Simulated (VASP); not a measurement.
Wanted: the native input for a VASP 6.6.1 run.

| Quantity | Value |
| --- | --- |
| Task | single point |
| Functional | HSE06 |
| Potentials or basis | VASP PAW PBE potentials, release 64 (Ga_d, Sb) |
| Cutoff | 520 eV |
| k mesh | 6 × 6 × 6 |
| Occupations | fermi-dirac, width 0.02 eV |
| Spin | no spin polarisation |
| Dipole correction | no |
| Grid for exact exchange (PRECFOCK) | Normal |
| Further INCAR settings | ALGO = Normal; EDIFF = 1e-07; NBANDS = 16 |
| Share of exact exchange | 0.25 |
| Screening parameter | 0.2079 1/Å |

Crystal: GaSb.

```
CELL_PARAMETERS angstrom
0.00000 3.09654 3.09654
3.09654 0.00000 3.09654
3.09654 3.09654 0.00000
ATOMIC_POSITIONS crystal
Ga 0.00000 0.00000 0.00000
Sb 0.25000 0.25000 0.25000
```

This cell differs from its parent crystal: strain +1.0%.

These files were run (other wordings do the same):

POSCAR

```
GaSb
1.0
    0.0000000000      3.0965375859      3.0965375859
    3.0965375859      0.0000000000      3.0965375859
    3.0965375859      3.0965375859      0.0000000000
Ga Sb
1 1
Direct
    0.0000000000      0.0000000000      0.0000000000
    0.2500000000      0.2500000000      0.2500000000
```

INCAR.step1

```
SYSTEM = GaSb
PREC = Accurate
ENCUT = 520
EDIFF = 1E-5
ISMEAR = -1
SIGMA = 0.02
LREAL = .False.
LASPH = .True.
NELM = 80
ALGO = Normal
ISIF = 2
LWAVE = .True.
LCHARG = .False.
NBANDS = 16
GGA = PE
```

INCAR.step2

```
SYSTEM = GaSb
PREC = Accurate
ENCUT = 520
EDIFF = 1E-7
ISMEAR = -1
SIGMA = 0.02
LREAL = .False.
LASPH = .True.
NELM = 80
ALGO = Normal
ISIF = 2
LWAVE = .False.
LCHARG = .False.
GGA = PE
LHFCALC = .True.
HFSCREEN = 0.2079
PRECFOCK = Normal
NBANDS = 16
ISTART = 1
```

KPOINTS

```
regular mesh
0
Gamma
  6 6 6
  0 0 0
```

Potentials or basis: VASP PAW PBE potentials, release 64 (Ga_d, Sb).

Launch:

```sh
$ cat potpaw_PBE.64/Ga_d/POTCAR potpaw_PBE.64/Sb/POTCAR > POTCAR
$ cp INCAR.step1 INCAR
$ mpirun -np 1 vasp_std > vasp.out
$ cp INCAR.step2 INCAR
$ mpirun -np 1 vasp_std > vasp.out
```

Results of the run:

The pressure is -1.8 GPa. The band gap on the k mesh is 0.55 eV.

Caveat: the cell differs from its parent crystal (strain +1.0%); the PAW data sets were made with another functional, which shifts forces and pressure a little; spin-orbit coupling is left out, which moves the levels of the heavy elements.

Wall time 2.3 h on 1 thread of AMD EPYC 7R43 64-Core Processor (Zen 3), on a shared host, peak memory 0.3 GiB.
